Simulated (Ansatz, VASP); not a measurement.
**MgS: VASP beside Ansatz**

POSCAR

```
MgS
1.0
    4.0286256375      0.0000000000      0.0000000000
   -2.0143128187      3.4888921444      0.0000000000
    0.0000000000      0.0000000000      6.7125685725
Mg S
2 2
Direct
    0.3333333333      0.6666666667      0.0008768643
    0.6666666667      0.3333333333      0.5008768643
    0.3333333333      0.6666666667      0.3741231357
    0.6666666667      0.3333333333      0.8741231357
```

Contents of INCAR.step1:

```
PREC = Accurate
ENCUT = 520
ISMEAR = 0
SIGMA = 0.01
LREAL = F
LASPH = T
NELM = 80
NBANDS = 16
GGA = PE
ALGO = Normal
EDIFF = 1E-4
LWAVE = T
LCHARG = F
```

INCAR.step2

```
PREC = Accurate
ENCUT = 520
EDIFF = 1E-6
ISMEAR = 0
SIGMA = 0.01
LREAL = F
LASPH = T
NELM = 80
ALGO = Normal
ISIF = 2
LWAVE = F
LCHARG = T
METAGGA = R2SCAN
LMIXTAU = T
LELF = T
LVHAR = T
NBANDS = 16
ISTART = 1
```

The input KPOINTS:

```
Automatic mesh
0
Gamma
  12 12 4
```

Input for Ansatz:

```yaml
crystal:
  lattice:
    - [4.0286256375, 0.0, 0.0]
    - [-2.0143128187, 3.4888921444, 0.0]
    - [0.0, 0.0, 6.7125685725]
  atoms:
    - { symbol: Mg, position: [0.3333333333, 0.6666666667, 0.0008768643] }
    - { symbol: Mg, position: [0.6666666667, 0.3333333333, 0.5008768643] }
    - { symbol: S, position: [0.3333333333, 0.6666666667, 0.3741231357] }
    - { symbol: S, position: [0.6666666667, 0.3333333333, 0.8741231357] }
kpoints:
  mp_grid: { grid: [12, 12, 4] }
  band_path:
    path:
      - [0.0, 0.0, 0.0]
      - [0.5, 0.0, 0.0]
      - [0.3333333333, 0.3333333333, 0.0]
      - [0.0, 0.0, 0.5]
      - [0.5, 0.0, 0.5]
      - [0.3333333333, 0.3333333333, 0.5]
    npoints: 1
hamiltonian:
  xc: r2scan
scf:
  occupations: { method: fixed }
  n_extra_bands: 5
output:
  forces: true
  stress: true
  eigenvalues: true
```

Change from the starting cell: uniaxial_z strain +4.0%.

Alike in both runs: task single point; functional r2SCAN; k mesh 12 × 12 × 4; no spin polarisation.

|  | VASP | Ansatz |
| --- | --- | --- |
| version | VASP 6.6.1 | Ansatz 0.2.0 |
| potentials or method | VASP PAW PBE potentials, release 64 (Mg, S) | plane waves, PAW |
| plane-wave cutoff (eV) | 520 | 500 |
| occupations | gaussian, width 0.01 eV | fixed |
| valence electrons in the cell | 16 | 32 |

```tsv
	VASP	Ansatz	Ansatz less VASP
gap on the k mesh at the Fermi level (eV)	3.94	3.95	+0.014
pressure (GPa)	-2.4	-2.1	+0.28
traceless stress, the component that is largest in VASP (GPa)	-1.36	-1.36	-0.001
```

VASP's potentials were made for PBE, not for r2SCAN. VASP's potentials hold 16 valence electrons a cell and Ansatz's 32, so a difference there can come from the potentials and not from the codes.
